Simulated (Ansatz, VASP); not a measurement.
**CrCN in VASP and in Ansatz**

File INCAR:

```
SYSTEM = CrCN
PREC     = Accurate       ! precision mode
ENCUT    = 600            ! plane-wave cutoff, eV
EDIFF    = 1E-6           ! SCF threshold, eV
ISMEAR   = 0              ! smearing method
SIGMA    = 0.1            ! smearing width, eV
LREAL    = .FALSE.        ! projectors in reciprocal space
LASPH    = .TRUE.         ! aspherical terms in the spheres
NELM     = 100            ! most SCF steps
ALGO     = Normal         ! electronic algorithm
ISIF     = 3              ! what is computed and relaxed
LWAVE    = .FALSE.        ! write WAVECAR
LCHARG   = .FALSE.        ! write CHGCAR
GGA      = PE             ! functional
IBRION   = 2              ! ionic algorithm
NSW      = 100            ! ionic steps
EDIFFG   = -0.01          ! ionic threshold
```

Contents of KPOINTS:

```
Automatic mesh
0
G
  12 12 8
  0 0 0
```

File POSCAR:

```
CrCN
1.0
    3.2438887376      0.0000000000      0.0000000000
   -1.6219443688      2.8092900538      0.0000000000
    0.0000000000      0.0000000000      5.2034721085
Cr C N
2 2 2
Direct
    0.0000000000      0.0000000000      0.0000000000
    0.0000000000      0.0000000000      0.5000000000
    0.3333333333      0.6666666667      0.2500000000
    0.6666666667      0.3333333333      0.7500000000
    0.3333333333      0.6666666667      0.7500000000
    0.6666666667      0.3333333333      0.2500000000
```

Input for Ansatz:

```yaml
crystal:
  lattice:
    - [3.2438887376, 0.0, 0.0]
    - [-1.6219443688, 2.8092900538, 0.0]
    - [0.0, 0.0, 5.2034721085]
  atoms:
    - { symbol: Cr, position: [0.0, 0.0, 0.0] }
    - { symbol: Cr, position: [0.0, 0.0, 0.5] }
    - { symbol: C, position: [0.3333333333, 0.6666666667, 0.25] }
    - { symbol: C, position: [0.6666666667, 0.3333333333, 0.75] }
    - { symbol: "N", position: [0.3333333333, 0.6666666667, 0.75] }
    - { symbol: "N", position: [0.6666666667, 0.3333333333, 0.25] }
basis:
  ecutwfc: 420
kpoints:
  mp_grid: { grid: [12, 12, 8] }
hamiltonian:
  xc: pbe
scf:
  occupations: { method: gaussian, width: 0.1 }
output:
  forces: true
  stress: true
  eigenvalues: true
  write_density: true
  write_potential: true
  elf: true
  volumetric_format: npy
relax:
  adjacent_minimum: "off"
  f_tol: 0.01
  max_steps: 80
  cell: { stress_tol: 0.05 }
```

Change from the starting cell: species swapped into the CrCoGe type (P6_3/mmc, No. 194).

Alike in both runs: task relaxation of cell and atoms; functional PBE; k mesh 12 × 12 × 8; occupations gaussian, width 0.1 eV; no spin polarisation.

```csv
,VASP,Ansatz
version,VASP 6.6.1,Ansatz 0.2.0
potentials or method,"VASP PAW PBE potentials, release 64 (Cr_pv, C, N), cutoff 600 eV","scalar-relativistic, plane waves, PAW"
valence electrons in the cell,42,46
```

```tsv
	VASP	Ansatz	Ansatz less VASP
gap on the k mesh at the Fermi level, each at its own relaxed structure (eV)	none	none	-
relaxed volume (Å³/atom)	7.89	7.90	+0.007
relaxed length of the cell vector where the two differ most in proportion (Å)	3.242	3.244	+0.0020
```

A gap of «none» marks a metal or a gap that the smearing closes. VASP's potentials hold 42 valence electrons a cell and Ansatz's 46, so a difference there can come from the potentials and not from the codes.
